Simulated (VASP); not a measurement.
Set up this calculation in VASP 6.6.1, as the native input.

* Task: single point
* Functional: PBEsol
* Dispersion: D3(BJ)
* Potentials or basis: VASP PAW PBE potentials, release 64 (In_d, Se)
* Cutoff: 520 eV
* k mesh: 10 × 10 × 10
* Occupations: gaussian, width 0.02 eV
* Spin: no spin polarisation
* Dipole correction: no
* Further INCAR settings: ALGO = Normal; EDIFF = 1e-06; NBANDS = 27

The structure of InSe lies in POSCAR:

```
InSe
1.0
    5.9167194550     -2.0443023002      0.0649409095
    5.9167194550      2.0443023002      0.0649409095
   -1.5652153997      0.0000000000      3.9275755751
In Se
2 2
Direct
    0.8820754945      0.8820754945     -0.0106525271
    0.1179245055      0.1179245055      1.0106525271
    0.6476520082      0.6476520082      0.6227629601
    0.3523479918      0.3523479918      0.3772370399
```

The input as run:

INCAR

```
PREC = Accurate
ENCUT = 520
EDIFF = 1E-6
ISMEAR = 0
SIGMA = 0.02
LREAL = F
LASPH = T
NELM = 80
ALGO = Normal
ISIF = 2
LWAVE = F
LCHARG = F
GGA = PS
IVDW = 12
NBANDS = 27
```

KPOINTS

```
regular mesh
0
Gamma
  10 10 10
```

Potentials or basis: VASP PAW PBE potentials, release 64 (In_d, Se).

Launch:

```console
$ cat potpaw_PBE.64/In_d/POTCAR potpaw_PBE.64/Se/POTCAR > POTCAR
$ mpirun -np 1 vasp_std > vasp.out
```

It gave:

The pressure is 0.1 GPa, the largest force is 0.016 eV/Å and the band gap on the k mesh is 0.12 eV (least direct gap 0.84 eV). The dispersion energy per atom is -0.354 eV.

Caveat: the PAW data sets were made with another functional, which shifts forces and pressure a little; spin-orbit coupling is left out, which moves the levels of the heavy elements.

It took 24 min on 1 thread of AMD EPYC 7R13 (shared host), peak memory 0.7 GiB.
